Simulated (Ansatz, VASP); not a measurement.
# Nb: VASP beside Ansatz

```
Nb
1.0
    -1.62311    1.62311    1.62311
     1.62311   -1.62311    1.62311
     1.62311    1.62311   -1.62311
Nb
1
Direct
  0.00000 0.00000 0.00000
```

Alike in both runs: task single point; functional LDA; k mesh 14 × 14 × 14; occupations fermi-dirac, width 0.1 eV; no spin polarisation.

|  | VASP | Ansatz |
| --- | --- | --- |
| version | VASP 6.6.1 | Ansatz 0.2.0 |
| potentials or method | VASP PAW LDA potentials, release 64 (Nb_sv), cutoff 520 eV | plane waves (420 eV) with PAW, scalar-relativistic |
| valence electrons in the cell | 13 | 13 |

|  | VASP | Ansatz | Ansatz less VASP |
| --- | --- | --- | --- |
| pressure (GPa) | 0.4 | 0.5 | +0.15 |

Ansatz warns that its potentials were made for another functional, while VASP's fit it. LDA's correlation is that of Perdew and Zunger in VASP and of Perdew and Wang (1992) in Ansatz.
